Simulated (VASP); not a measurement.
Set up this calculation in VASP 6.6.1, as the native input.

```
Task                   : single point
Functional             : PBEsol
Potentials or basis    : VASP PAW PBE potentials, release 64 (Sb)
Cutoff                 : 520 eV
k mesh                 : 7 × 5 × 5
Occupations            : fermi-dirac, width 0.1 eV
Spin                   : no spin polarisation
Dipole correction      : no
Further INCAR settings : ALGO = Normal; EDIFF = 1e-06; NBANDS = 12
```

The structure of Sb lies in POSCAR:

```
Sb
1.0
    3.1224020000      0.0000000000      0.0000000000
    0.0000000000      4.3475180000      0.0000000000
   -0.0389150000      0.0000000000      4.4058520000
Sb
2
Direct
    0.9886110000      0.7500000000      0.7588340000
    0.0113890000      0.2500000000      0.2411660000
```

One way to write it, as run:

INCAR

```
PREC = Accurate
ENCUT = 520
EDIFF = 1E-6
ISMEAR = -1
SIGMA = 0.1
LREAL = False
LASPH = True
NELM = 60
ALGO = Normal
ISIF = 2
LWAVE = False
LCHARG = False
GGA = PS
NBANDS = 12
```

KPOINTS

```
Automatic mesh
0
Gamma
  7 5 5
```

Potentials or basis: VASP PAW PBE potentials, release 64 (Sb).

The run is started by

```console
$ cat potpaw_PBE.64/Sb/POTCAR > POTCAR
$ mpirun -np 1 vasp_std > vasp.out
```

It gave:

- Pressure: -2.2 GPa
- Largest force: 0.103 eV/Å
- Band gap on the k mesh: zero (band 5 reaches 10.86 eV, above the bottom of band 6 at 4.08 eV)

Caveat: the PAW data sets were made with another functional, which shifts forces and pressure a little; spin-orbit coupling is left out, which moves the levels of the heavy elements.

Run time: 29 s on 1 thread of Intel Xeon 8259CL (shared host), peak memory 0.18 GiB.
